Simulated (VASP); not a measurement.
Set up this calculation in VASP 6.6.1, as the native input.

| Item | Value |
| --- | --- |
| Task | relaxation of the atoms |
| Functional | PBEsol |
| Potentials or basis | VASP PAW PBE potentials, release 64 (O, H, Si) |
| Cutoff | 520 eV |
| k mesh | 1 × 1 × 1 |
| Occupations | fermi-dirac, width 0.05 eV |
| Spin | no spin polarisation |
| Dipole correction | no |
| Further INCAR settings | LREAL = Auto; ALGO = Normal; EDIFF = 1e-07; IBRION = 2; EDIFFG = -0.3; NSW = 35 |

The structure of Si2H10O lies in POSCAR:

```
Si2H10O
1.0
    8.6267060000      0.0000000000      0.0000000000
    0.0000000000      8.6267060000      0.0000000000
    0.0000000000      0.0000000000      8.6267060000
O H Si
3 30 6
Direct
    0.8156466000      0.6116155000      0.0818031000
    0.6833423000      0.2541072000      0.2545403000
    0.9188396000      0.6686274000      0.5673771000
    0.9160368000      0.6335326000      0.1270488000
    0.8390276000      0.5439864000     -0.0047148000
    0.7454274000      0.2874954000      0.3419266000
    0.7546996000      0.1942978000      0.1917973000
    0.8969706000      0.6694741000      0.4572556000
    0.8281137000      0.6204732000      0.6127169000
    0.6282283000      0.4754691000      0.6430071000
    0.5080670000      0.4434431000      0.8946577000
    0.4982041000      0.6922393000      0.7650597000
    0.3484816000      0.4764089000      0.6661009000
    0.5625434000      0.2184675000      0.5283389000
    0.3262203000      0.0690178000      0.5530082000
    0.3408934000      0.2787182000      0.3669898000
    0.4858856000      0.0422968000      0.3236932000
    0.2751078000      1.0653816000      0.1450338000
    0.5109889000      0.9261983000      0.0835477000
    0.2776164000      0.8794864000     -0.0652734000
    0.4144959000      1.1231247000     -0.0916709000
    0.1745484000      0.3070650000      0.8297220000
   -0.0844816000      0.2598987000      0.9270422000
   -0.0479024000      0.3534384000      0.6649264000
    0.0250035000      0.0907104000      0.7316433000
    1.0762670000      1.0290753000      0.9936595000
    0.9201743000      0.8338035000      1.1213170000
    0.8483709000      0.9261358000      0.8661476000
    1.0760403000      0.7651037000      0.8982060000
    0.3710242000      0.5928073000      0.0917563000
    0.2499031000      0.3682988000      0.2088803000
    0.1062210000      0.6081100000      0.1836124000
    0.1670965000      0.4562689000     -0.0444904000
    0.4957452000      0.5218901000      0.7422063000
    0.4288857000      0.1521251000      0.4430075000
    0.3695522000      0.9985477000      0.0179093000
    0.0167920000      0.2527781000      0.7883335000
    0.9802131000      0.8885296000      0.9698325000
    0.2235612000      0.5063712000      0.1099396000
```

One way to write it, as run:

INCAR

```
PREC = Accurate ; ENCUT = 520
EDIFF = 1E-7 ; ISMEAR = -1
SIGMA = 0.05 ; LREAL = Auto
LASPH = T ; NELM = 100
ALGO = Normal ; ISIF = 2
LWAVE = F ; LCHARG = F
GGA = PS ; IBRION = 2
NSW = 35 ; EDIFFG = -0.3
```

KPOINTS

```
Automatic mesh
0
Gamma
  1 1 1
```

Potentials or basis: VASP PAW PBE potentials, release 64 (O, H, Si).

Command:

```bash
$ cat potpaw_PBE.64/O/POTCAR potpaw_PBE.64/H/POTCAR potpaw_PBE.64/Si/POTCAR > POTCAR
$ mpirun -np 1 vasp_gam > vasp.out
```

It gave:

```json
{"Energy gained by relaxing": "21.4 meV/atom", "Ionic steps": "23", "Pressure after relaxing": "-0.1 GPa", "Largest force after relaxing": "0.270 eV/Å", "Band gap on the k mesh": "5.05 eV"}
```

Caveat: the k points lie up to 0.73 Å⁻¹ apart; the PAW data sets were made with another functional, which shifts forces and pressure a little; the relaxation stopped at a loose force limit of 0.3 eV/Å, so its end isn't a converged minimum.

It took 17 min on 1 thread of AMD EPYC 9R45 (Zen 5) (shared host), peak memory 0.58 GiB.
